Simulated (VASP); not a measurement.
Runs of VASP 6.6.1 on WS2. The structure is that of space group R3m (No. 160), or close to it. The cells are those of the table. 

```csv
cell,gap on the mesh (eV),pressure (GPa),largest force (eV/Å)
"a = 5.913 Å, angles 28.4°, 3 atoms",0.63,(a),6.77
"a = 5.956 Å, angles 30.7°, 3 atoms",none,17.3,3.13
"a = 6.002 Å, angles 33.0°, 3 atoms",none,(b),0.91
"a = 6.150 Å, angles 27.3°, 3 atoms",0.96,(c),4.66
"a = 6.388 Å, angles 26.3°, 3 atoms",1.26,38.6,2.81
"a = 6.236 Å, angles 31.7°, 3 atoms",none,-14.1,0.63
"a = 5.979 Å, angles 31.9°, 3 atoms",none,1.7,1.88
```

Alike in all rows: task single point; level PBEsol; potentials or basis VASP PAW PBE potentials, release 64 (W_sv, S); no spin polarisation; k mesh 12 × 12 × 12; cutoff (eV) 520; smearing gaussian 0.05 eV.

**Question.** Estimate the missing entries.

**Answer.** (a) 71.4; (b) -9.0; (c) 53.4.

Caveats: the PAW data sets were made with another functional, which shifts forces and pressure a little; spin-orbit coupling is left out, which moves the levels of the heavy elements; the stress differs along the axes, from 69 to 76 GPa (at least some runs); the stress differs along the axes, from 11 to 29 GPa (at least some runs); the stress differs along the axes, from -17 to 7 GPa (at least some runs); the cell stands under pressure (at least some runs); the stress differs along the axes, from 28 to 44 GPa (at least some runs).

A k mesh can miss the band edges, and the runs leave out spin-orbit coupling on W.

A gap of «none» marks levels without a gap at the run's occupations.
